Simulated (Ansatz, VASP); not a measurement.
**TiO2: VASP beside Ansatz**

INCAR

```
SYSTEM = TiO2
PREC = Accurate
ENCUT = 520
EDIFF = 1E-7
ISMEAR = 0
SIGMA = 0.05
LREAL = .False.
LASPH = .True.
NELM = 80
ALGO = Normal
ISIF = 2
LWAVE = .False.
LCHARG = .False.
GGA = PS
NBANDS = 60
```

KPOINTS

```
Automatic mesh
0
Gamma
  7 7 3
  0 0 0
```

The input POSCAR:

```
TiO2
1.0
   -3.7706690430      0.0000000000      0.0000000000
    0.0000000000     -3.7706690430      0.0000000000
    0.0000000000      0.0000000000      9.5463353711
Ti O
4 8
Direct
    0.0000000000      0.0000000000      0.0000000000
    0.5000000000      0.5000000000      0.5000000000
    0.5000000000      0.0000000000      0.7500000000
    0.0000000000      0.5000000000      0.2500000000
    0.5000000000      0.5000000000      0.7076196664
    1.0000000000      1.0000000000      0.2076196664
    0.5000000000      0.0000000000      0.9576196664
    1.0000000000      0.5000000000      0.4576196664
    0.5000000000      0.0000000000      0.5423803336
    0.0000000000      0.5000000000      0.0423803336
    0.0000000000      0.0000000000      0.7923803336
    0.5000000000      0.5000000000      0.2923803336
```

Input for Ansatz:

```yaml
crystal:
  lattice:
    - [-3.7706690482, 0.0, 0.0]
    - [0.0, -3.7706690482, 0.0]
    - [0.0, 0.0, 9.5463353315]
  atoms:
    - { symbol: Ti, position: [0.0, 0.0, 0.0] }
    - { symbol: Ti, position: [0.5, 0.5, 0.5] }
    - { symbol: Ti, position: [0.5, 0.0, 0.75] }
    - { symbol: Ti, position: [0.0, 0.5, 0.25] }
    - { symbol: O, position: [0.5, 0.5, 0.7076196678] }
    - { symbol: O, position: [1.0, 1.0, 0.2076196678] }
    - { symbol: O, position: [0.5, 0.0, 0.9576196678] }
    - { symbol: O, position: [0.0, 0.5, 0.4576196678] }
    - { symbol: O, position: [0.5, 0.0, 0.5423803322] }
    - { symbol: O, position: [0.0, 0.5, 0.0423803322] }
    - { symbol: O, position: [0.5, 0.5, 0.2923803322] }
    - { symbol: O, position: [1.0, 1.0, 0.7923803322] }
basis:
  ecutwfc: 420
kpoints:
  mp_grid: { grid: [7, 7, 3] }
hamiltonian:
  xc: pbesol
scf:
  occupations: { method: gaussian, width: 0.05 }
output:
  forces: true
  stress: true
  eigenvalues: true
  write_density: true
  write_potential: true
  elf: true
  volumetric_format: npy
```

Alike in both runs: task single point; functional PBEsol; k mesh 7 × 7 × 3; occupations gaussian, width 0.05 eV; no spin polarisation.

|  | VASP | Ansatz |
| --- | --- | --- |
| version | VASP 6.6.1 | Ansatz 0.2.0 |
| potentials or method | VASP PAW PBE potentials, release 64 (Ti_sv, O), cutoff 520 eV | scalar-relativistic, plane waves, PAW |
| valence electrons in the cell | 96 | 96 |

```tsv
	VASP	Ansatz	Ansatz less VASP
gap on the k mesh at the Fermi level (eV)	2.08	2.10	+0.025
least direct gap on the mesh (eV)	2.20	2.22	+0.022
pressure (GPa)	0.7	0.0	-0.70
traceless stress, the component that is largest in VASP (GPa)	0.08	0.04	-0.049
rms of the force components (eV/Å)	0.008	0.001	-0.0067
```

VASP's potentials were made for PBE, not for PBEsol. With one functional, cell and mesh, what is left measures potentials, basis and numerics.
